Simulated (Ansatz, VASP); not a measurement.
Two plane-wave programs on PbO2

```
Pb O
1.0
     0.00000    2.70199    2.70199
     2.70199    0.00000    2.70199
     2.70199    2.70199    0.00000
Pb O
1 2
Direct
  0.00000 0.00000 0.00000
  0.25000 0.25000 0.25000
  0.75000 0.75000 0.75000
```

Alike in both runs: task single point; functional PBE; k mesh 6 × 6 × 6; occupations gaussian, width 0.1 eV; no spin polarisation; Hubbard terms O p U = 6.2 eV.

|  | VASP | Ansatz |
| --- | --- | --- |
| version | VASP 6.6.1 | Ansatz 0.2.0 |
| potentials or method | VASP PAW PBE potentials, release 64 (Pb_d, O), cutoff 600 eV | scalar-relativistic, plane waves, PAW |
| valence electrons in the cell | 26 | 26 |

Ansatz gave:

```
gap on the k mesh at the Fermi level (eV) : none
pressure (GPa)                            : -8.9
```

Problem. Which values does VASP return?

Solution. gap on the k mesh at the Fermi level (eV): none; pressure (GPa): -2.1.

The programs project onto different local orbitals, so the same U acts differently, and such runs can settle in different states. A gap of «none» marks a metal or a gap that the smearing closes. Ansatz's warnings: filled band counts differ across k points.

Spin-orbit coupling is off throughout.
